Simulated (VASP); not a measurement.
# Ti3Al (P6_3/mmc) in VASP: a series of runs

Runs on Ti3Al. Level: PBEsol. Tasks: single point.

Program: VASP 6.6.1. These are calculated values, not measurements. Logs are shortened: lines on timing, memory, paths and dates and some standing lists are left out, and cuts for length are marked.

## (1) The cell of the first run

It takes space group P6_3/mmc (No. 194, hexagonal). The conventional cell has a = 5.768 Å, b = 5.768 Å, c = 4.642 Å, α = 90.00°, β = 90.00°, γ = 120.00°. Ti (site symmetry mm2) has 4 Al at 2.85 to 2.88 Å and 8 Ti at 2.86 to 2.89 Å within 3.8 Å. Within 3.8 Å of Al (site symmetry -6m2) lie 12 Ti at 2.85 to 2.88 Å.

## (2) Single point, PBEsol

Contents of INCAR:

```
SYSTEM = Ti3Al
PREC = Accurate
ENCUT = 520
EDIFF = 1E-6
ISMEAR = 0
SIGMA = 0.1
LREAL = .False.
LASPH = .True.
NELM = 80
ALGO = Fast
ISIF = 2
LWAVE = .False.
LCHARG = .False.
GGA = PS
NBANDS = 49
```

Contents of KPOINTS:

```
regular mesh
0
Gamma
  6 6 4
  0 0 0
```

Contents of POSCAR:

```
Ti3Al
1.0
    5.7680300000      0.0000000000      0.0000000000
   -2.8840150000      4.9952605100      0.0000000000
    0.0000000000      0.0000000000      4.6424100000
Ti Al
6 2
Direct
    0.8330000000      0.6660000000      0.2500000000
    0.1670000000      0.8330000000      0.7500000000
    0.3340000000      0.1670000000      0.2500000000
    0.1670000000      0.3340000000      0.7500000000
    0.8330000000      0.1670000000      0.2500000000
    0.6660000000      0.8330000000      0.7500000000
    0.3333333300      0.6666666700      0.2500000000
    0.6666666700      0.3333333300      0.7500000000
```

Potentials or basis: VASP PAW PBE potentials, release 64 (Ti_sv, Al).

On the command line:

```
> cat potpaw_PBE.64/Ti_sv/POTCAR potpaw_PBE.64/Al/POTCAR > POTCAR
> mpirun -np 1 vasp_std > vasp.out
```

OUTCAR:

```text
SYSTEM = Ti3Al
   PREC = Accurate
   ENCUT = 520
   EDIFF = 1E-6
   ISMEAR = 0
   LREAL = .False.
   LASPH = .True.
   NELM = 80
   ISIF = 2
   GGA = PS

 ion  position               nearest neighbor table
   1  0.833  0.666  0.250-   8 2.85   8 2.85   2 2.86   2 2.86   6 2.86   6 2.86   5 2.88   3 2.88
                             7 2.88   7 2.88   5 2.89   3 2.89
   2  0.167  0.833  0.750-   7 2.85   7 2.85   1 2.86   1 2.86   3 2.86   3 2.86   6 2.88   4 2.88
                             8 2.88   8 2.88   6 2.89   4 2.89
   3  0.334  0.167  0.250-   8 2.85   8 2.85   4 2.86   4 2.86   2 2.86   2 2.86   5 2.88   1 2.88
                             7 2.88   7 2.88   5 2.89   1 2.89
   4  0.167  0.334  0.750-   7 2.85   7 2.85   3 2.86   3 2.86   5 2.86   5 2.86   2 2.88   6 2.88
                             8 2.88   8 2.88   2 2.89   6 2.89
   5  0.833  0.167  0.250-   8 2.85   8 2.85   4 2.86   4 2.86   6 2.86   6 2.86   3 2.88   1 2.88
                             7 2.88   7 2.88   3 2.89   1 2.89
   6  0.666  0.833  0.750-   7 2.85   7 2.85   1 2.86   1 2.86   5 2.86   5 2.86   2 2.88   4 2.88
                             8 2.88   8 2.88   2 2.89   4 2.89
   7  0.333  0.667  0.250-   2 2.85   2 2.85   6 2.85   6 2.85   4 2.85   4 2.85   1 2.88   3 2.88
                             5 2.88   5 2.88   1 2.88   3 2.88
   8  0.667  0.333  0.750-   5 2.85   5 2.85   3 2.85   3 2.85   1 2.85   1 2.85   4 2.88   6 2.88
                             2 2.88   2 2.88   4 2.88   6 2.88

  LATTYP: Found a hexagonal cell.
 ALAT       =     5.7680300000
 C/A-ratio  =     0.8048519165

  Lattice vectors:

 A1 = (   5.7680300000,   0.0000000000,   0.0000000000)
 A2 = (  -2.8840150000,   4.9952605100,   0.0000000000)
 A3 = (   0.0000000000,   0.0000000000,   4.6424100000)

Analysis of symmetry for initial positions (statically):
=====================================================================
 Subroutine PRICEL returns:
 Original cell was already a primitive cell.

 Routine SETGRP: Setting up the symmetry group for a
 hexagonal supercell.

 Subroutine GETGRP returns: Found 24 space group operations
 (whereof 12 operations were pure point group operations)
 out of a pool of 24 trial point group operations.

The static configuration has the point symmetry D_3d.
 The point group associated with its full space group is D_6h.

Analysis of symmetry for dynamics (positions and initial velocities):
=====================================================================
 Subroutine PRICEL returns:
 Original cell was already a primitive cell.

 Routine SETGRP: Setting up the symmetry group for a
 hexagonal supercell.

 Subroutine GETGRP returns: Found 24 space group operations
 (whereof 12 operations were pure point group operations)
 out of a pool of 24 trial point group operations.

The dynamic configuration has the point symmetry D_3d.
 The point group associated with its full space group is D_6h.

 Subroutine INISYM returns: Found 24 space group operations
 (whereof 12 operations are pure point group operations),
 and found     1 'primitive' translations

----------------------------------------------------------------------------------------

                                     Primitive cell

  volume of cell :     133.7609

  direct lattice vectors                    reciprocal lattice vectors
     5.768030000  0.000000000  0.000000000     0.173369417  0.100094880  0.000000000
    -2.884015000  4.995260510  0.000000000     0.000000000  0.200189759  0.000000000
     0.000000000  0.000000000  4.642410000     0.000000000  0.000000000  0.215405361

  length of vectors
     5.768030000  5.768030000  4.642410000     0.200189759  0.200189759  0.215405361

  position of ions in fractional coordinates (direct lattice)
     0.833000000  0.666000000  0.250000000
     0.167000000  0.833000000  0.750000000
     0.334000000  0.167000000  0.250000000
     0.167000000  0.334000000  0.750000000
     0.833000000  0.167000000  0.250000000
     0.666000000  0.833000000  0.750000000
     0.333333330  0.666666670  0.250000000
     0.666666670  0.333333330  0.750000000

  ion indices of the primitive-cell ions
   primitive index   ion index
                 1           1
                 2           2
                 3           3
                 4           4
                 5           5
                 6           6
                 7           7
                 8           8

----------------------------------------------------------------------------------------

 KPOINTS: regular mesh

Automatic generation of k-mesh.
 Grid dimensions read from file:
 generate k-points for:    6    6    4

 Generating k-lattice:

  Cartesian coordinates                     Fractional coordinates (reciprocal lattice)
     0.028894903  0.016682480  0.000000000     0.166666667  0.000000000  0.000000000
     0.000000000  0.033364960  0.000000000     0.000000000  0.166666667  0.000000000
     0.000000000  0.000000000  0.053851340     0.000000000  0.000000000  0.250000000

  Length of vectors
     0.033364960  0.033364960  0.053851340

  Shift w.r.t. Gamma in fractional coordinates (k-lattice)
     0.000000000  0.000000000  0.000000000

 Subroutine IBZKPT returns following result:
 ===========================================

 Found     21 irreducible k-points:

 Following reciprocal coordinates:
            Coordinates               Weight
  0.000000  0.000000  0.000000      1.000000
  0.166667 -0.000000  0.000000      6.000000
  0.333333 -0.000000  0.000000      6.000000
  0.500000 -0.000000  0.000000      3.000000
  0.166667  0.166667  0.000000      6.000000
  0.333333  0.166667  0.000000     12.000000
[... 13 lines left out ...]
  0.333333  0.166667  0.500000     12.000000
  0.333333  0.333333  0.500000      2.000000
   k-points           NKPTS =     21   k-points in BZ     NKDIM =     21   number of bands    NBANDS=     49
   number of dos      NEDOS =    301   number of ions     NIONS =      8
   total plane-waves  NPLWV =  82944
   dimension x,y,z NGX =    48 NGY =   48 NGZ =   36
   dimension x,y,z NGXF=    96 NGYF=   96 NGZF=   72
   ions per type =               6   2
   NGX,Y,Z   is equivalent  to a cutoff of  13.83, 13.83, 12.89 a.u.
   NGXF,Y,Z  is equivalent  to a cutoff of  27.67, 27.67, 25.78 a.u.
 SYSTEM =  Ti3Al
   PREC   = accura    normal or accurate (medium, high low for compatibility)
   ISTART =      0    job   : 0-new  1-cont  2-samecut
   ICHARG =      2    charge: 1-file 2-atom 10-const
   ISPIN  =      1    spin polarized calculation?
   LNONCOLLINEAR =      F non collinear calculations
   LSORBIT =      F    spin-orbit coupling
   LASPH  =      T    aspherical Exc in radial PAW
   ENCUT  =  520.0 eV  38.22 Ry    6.18 a.u.  10.72 10.72  8.63*2*pi/ulx,y,z
   NELM   =     80;   NELMIN=  2; NELMDL= -5     # of ELM steps
   EDIFF  = 0.1E-05   stopping-criterion for ELM
   LREAL  =      F    real-space projection
   EDIFFG = 0.1E-04   stopping-criterion for IOM
   NSW    =      0    number of steps for IOM
   IBRION =     -1    ionic relax: 0-MD 1-quasi-New 2-CG
   NFREE  =      0    steps in history (QN), initial steepest desc. (CG)
   ISIF   =      2    stress and relaxation
   ISYM   =      2    0-nonsym 1-usesym 2-fastsym
   POTIM  = 0.5000    time-step for ionic-motion
   TEBEG  =    0.0;   TEEND  =   0.0 temperature during run
   PSTRESS=    0.0 pullay stress
   NELECT =      78.0000    total number of electrons
   NUPDOWN=      -1.0000    fix difference up-down
   EMIN   =  10.00;   EMAX   =-10.00  energy-range for DOS
   EFERMI =   0.00;   METHOD = LEGACY
   ISMEAR =     0;   SIGMA  =   0.10  broadening in eV -4-tet -1-fermi 0-gaus
   EFERMI_NEDOS =   21; number of points for ismear=-14 and -15
   IALGO  =     68    algorithm
   IMIX   =      4    mixing-type and parameters
     AMIX     =   0.40;   BMIX     =  1.00
     AMIX_MAG =   1.60;   BMIX_MAG =  1.00
  volume/ion in A,a.u.               =      16.72       112.83
  Fermi-wavevector in a.u.,A,eV,Ry     =   1.367718  2.584613 25.451783  1.870653
  Thomas-Fermi vector in A             =   2.493746
   LORBIT       =      0    0 simple, 1 ext, 2 COOP (PROOUT), +10 PAW based schemes
   GGA     = PS    functional components
   LHFCALC =     F    Hartree Fock is set to
   AEXX    =    0.0000 exact exchange contribution
   IVDW    =     0    specifies the selected vdW correction
   LEPSILON=     F    determine dielectric tensor
   LRPA    =     F    only Hartree local field effects (RPA)
 non-spin polarized calculation
 RMM-DIIS sequential band-by-band and
 Gauss-broadening in eV      SIGMA  =   0.10
  energy-cutoff  :      520.00
  volume of cell :      133.76
 maximum number of plane-waves:      3641
 NGX is ok and might be reduce to    48
   NGX = 21   NGY = 21   NGZ = 17

 number of electron      78.0000006 magnetization

 Free energy of the ion-electron system (eV)
  ---------------------------------------------------
  ext. energy  EPLUGINS =         0.00000000
  ---------------------------------------------------
  free energy    TOTEN  =       -60.42080010 eV

  energy without entropy =      -60.38364382  energy(sigma->0) =      -60.40222196

 E-fermi :   8.0509     XC(G=0): -11.4164

 val. band max:        8.0435314293   @ k =   0.1667   0.1667   0.5000
 cond. band min:       8.0606412227   @ k =   0.0000   0.0000   0.5000
 fundamental gap:      0.0171097934
 Fermi energy:         8.0509262125

 k-point     1 :       0.0000    0.0000    0.0000
  band No.  band energies     occupation
      1     -48.3054      2.00000
      2     -48.2110      2.00000
      3     -48.2110      2.00000
      4     -48.2034      2.00000
      5     -48.1618      2.00000
      6     -48.1618      2.00000
[... 41 lines left out ...]
     48      10.2904      0.00000
     49      10.4053      0.00000

 k-point     2 :       0.1667   -0.0000    0.0000
  band No.  band energies     occupation
      1     -48.3002      2.00000
      2     -48.2169      2.00000
      3     -48.2111      2.00000
      4     -48.2014      2.00000
      5     -48.1633      2.00000
      6     -48.1617      2.00000
[... 41 lines left out ...]
     48      10.2770      0.00000
     49      10.5777      0.00000

 k-point     3 :       0.3333   -0.0000    0.0000
  band No.  band energies     occupation
      1     -48.2866      2.00000
      2     -48.2324      2.00000
      3     -48.2114      2.00000
      4     -48.1952      2.00000
      5     -48.1677      2.00000
      6     -48.1614      2.00000
[... 41 lines left out ...]
     48      10.1897      0.00000
     49      10.3656      0.00000

 k-point     4 :       0.5000   -0.0000    0.0000
  band No.  band energies     occupation
      1     -48.2755      2.00000
      2     -48.2445      2.00000
      3     -48.2115      2.00000
      4     -48.1907      2.00000
      5     -48.1713      2.00000
      6     -48.1613      2.00000
[... 821 lines left out ...]
     48      10.0463      0.00000
     49      10.2540      0.00000

 k-point    20 :       0.3333    0.1667    0.5000
  band No.  band energies     occupation
      1     -48.2320      2.00000
      2     -48.2320      2.00000
      3     -48.2092      2.00000
      4     -48.2092      2.00000
      5     -48.1864      2.00000
      6     -48.1864      2.00000
[... 41 lines left out ...]
     48       9.7130      0.00000
     49      10.0062      0.00000

 k-point    21 :       0.3333    0.3333    0.5000
  band No.  band energies     occupation
      1     -48.2214      2.00000
      2     -48.2214      2.00000
      3     -48.2198      2.00000
      4     -48.2198      2.00000
      5     -48.1864      2.00000
      6     -48.1864      2.00000
[... 41 lines left out ...]
     48       9.6996      0.00000
     49       9.9479      0.00000

------------------------ aborting loop because EDIFF is reached ----------------------------------------

  FORCE on cell =-STRESS in cart. coord.  units (eV):
  Direction    XX          YY          ZZ          XY          YZ          ZX
  --------------------------------------------------------------------------------------
  -------------------------------------------------------------------------------------
  Total       -3.4210871     -3.4210871     -3.0190416     -0.0000000     -0.0000000      0.0000000
  in kB      -40.9775108    -40.9775108    -36.1618407     -0.0000000     -0.0000000      0.0000000
  external PRESSURE =     -39.3722875 kB  Pullay stress =       0.0000000 kB

 VOLUME and BASIS-vectors are now :
 -----------------------------------------------------------------------------
  energy-cutoff  :      520.00
  volume of cell :      133.76
      direct lattice vectors                 reciprocal lattice vectors
     5.768030000  0.000000000  0.000000000     0.173369417  0.100094880  0.000000000
    -2.884015000  4.995260510  0.000000000     0.000000000  0.200189759  0.000000000
     0.000000000  0.000000000  4.642410000     0.000000000  0.000000000  0.215405361

 POSITION                                       TOTAL-FORCE (eV/Angst)
 -----------------------------------------------------------------------------------
      2.88402      3.32684      1.16060        -0.000000     -0.251557     -0.000000
     -1.43912      4.16105      3.48181         0.217854     -0.125778     -0.000000
      1.44489      0.83421      1.16060         0.217854      0.125778      0.000000
      0.00000      1.66842      3.48181        -0.000000      0.251557      0.000000
      4.32314      0.83421      1.16060        -0.217854      0.125778     -0.000000
      1.43912      4.16105      3.48181        -0.217854     -0.125778      0.000000
     -0.00000      3.33017      1.16060        -0.000000      0.000000      0.000000
      2.88402      1.66509      3.48181        -0.000000      0.000000      0.000000
 -----------------------------------------------------------------------------------
    total drift:                               -0.000050      0.000029     -0.000000

  FREE ENERGIE OF THE ION-ELECTRON SYSTEM (eV)
  ---------------------------------------------------
  free  energy   TOTEN  =       -60.4208000969 eV

  energy  without entropy=      -60.3836438246  energy(sigma->0) =      -60.40222196
```

It took 6.4 min on 1 thread of Intel Xeon Platinum 8559C (Emerald Rapids), shared host; peak memory 0.32 GiB.

What came out:

| Quantity | Value |
| --- | --- |
| Free energy | -60.4208 eV |
| Pressure | -3.9 GPa |
| Largest force | 0.252 eV/Å |
| Band gap on the k mesh | zero (bands 39 and 40 overlap by 0.12 eV) |

Forces on the atoms (eV/Å):
```
Ti   0.000 -0.252  0.000
Ti   0.218 -0.126  0.000
Ti   0.218  0.126  0.000
Ti   0.000  0.252  0.000
Ti  -0.218  0.126  0.000
Ti  -0.218 -0.126  0.000
Al   0.000  0.000  0.000
Al   0.000  0.000  0.000
```

Stress tensor (GPa, compression positive):
```
-4.10  0.00  0.00
 0.00 -4.10  0.00
 0.00  0.00 -3.62
```

Caveat: the cell stands under tension; the PAW data sets were made with another functional, which shifts forces and pressure a little.

## (3) Single point, PBEsol

This run uses another cell than the first one, of 16.13 Å³/atom.

Contents of INCAR:

```
SYSTEM = Ti3Al
PREC = Accurate ; ENCUT = 520
EDIFF = 1E-7 ; ISMEAR = 0
SIGMA = 0.1 ; LREAL = .FALSE.
LASPH = .TRUE. ; NELM = 100
ALGO = Fast ; ISIF = 2
LWAVE = .FALSE. ; LCHARG = .FALSE.
GGA = PS ; NBANDS = 49
```

Contents of KPOINTS:

```
regular mesh
0
G
  9 9 8
  0 0 0
```

Contents of POSCAR:

```
Ti3Al
1.0
    5.6871295459      0.0000000000      0.0000000000
   -2.8435647729      4.9251986614      0.0000000000
    0.0000000000      0.0000000000      4.6071797295
Ti Al
6 2
Direct
    0.8303365669      0.6606731338      0.2500000000
    0.1696634331      0.8303365669      0.7500000000
    0.3393268662      0.1696634331      0.2500000000
    0.1696634331      0.3393268662      0.7500000000
    0.8303365669      0.1696634331      0.2500000000
    0.6606731338      0.8303365669      0.7500000000
    0.3333333333      0.6666666667      0.2500000000
    0.6666666667      0.3333333333      0.7500000000
```

Potentials or basis: VASP PAW PBE potentials, release 64 (Ti_sv, Al).

On the command line:

```
> cat potpaw_PBE.64/Ti_sv/POTCAR potpaw_PBE.64/Al/POTCAR > POTCAR
> mpirun -np 1 vasp_std > vasp.out
```

It took 17 min on 1 thread of Intel Xeon Platinum 8559C (Emerald Rapids), shared host; peak memory 0.42 GiB.

The run converged. Its results:

```yaml
Free_energy: -60.5067 eV
Pressure: 0.1 GPa
Largest_force: 0.008 eV/Å
Band_gap_on_the_k_mesh: zero (bands 39 and 40 overlap by 0.26 eV)
```

Forces on the atoms (eV/Å):
```
Ti   0.000  0.008  0.000
Ti  -0.007  0.004  0.000
Ti  -0.007 -0.004  0.000
Ti   0.000 -0.008  0.000
Ti   0.007 -0.004  0.000
Ti   0.007  0.004  0.000
Al   0.000  0.000  0.000
Al   0.000  0.000  0.000
```

Levels at points of the mesh, in eV from the Fermi level:
```
           k point  band 35  band 36  band 37  band 38  band 39  band 40  band 41  band 42  band 43  band 44
(0.00, 0.00, 0.00)    -1.26    -0.95    -0.95    -0.49    -0.24     0.07     0.77     0.77     0.79     0.99
(0.00, 0.00, 0.50)    -0.65    -0.65    -0.50    -0.50    -0.06    -0.06     0.53     0.53     0.53     0.53
```

Caveat: the PAW data sets were made with another functional, which shifts forces and pressure a little.

The gap in the log of VASP goes by the Fermi energy; the results here count the filled bands.